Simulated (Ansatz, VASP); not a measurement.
One calculation of GaN, two programs

```xyz
4
Lattice="3.1831 0.0000 0.0000 -1.5916 2.7567 0.0000 0.0000 0.0000 5.1835" Properties=species:S:1:pos:R:3 pbc="T T T"
Ga    0.0000    1.8378    0.0006
Ga    1.5916    0.9189    2.5923
N     0.0000    1.8378    1.9536
N     1.5916    0.9189    4.5454
```

Alike in both runs: functional r2SCAN; k mesh 8 × 8 × 5; no spin polarisation.

Ansatz relaxed the structure, and its values are those at the end. VASP's run is a single point on that final structure, the one shown.

```csv
,VASP,Ansatz
version,VASP 6.6.1,Ansatz 0.2.0
potentials or method,"VASP PAW PBE potentials, release 64 (Ga_d, N_h)","scalar-relativistic, plane waves, PAW"
plane-wave cutoff (eV),1460,500
occupations,"gaussian, width 0.01 eV",fixed
valence electrons in the cell,36,36
```

VASP gave:

- gap on the k mesh at the Fermi level (eV): 2.34
- least direct gap on the mesh (eV): 2.34
- pressure (GPa): 1.0

**Question.** Which values does Ansatz return?

**Answer.** gap on the k mesh at the Fermi level (eV): 2.35; least direct gap on the mesh (eV): 2.35; pressure (GPa): 0.0.

VASP's potentials were made for PBE, not for r2SCAN.
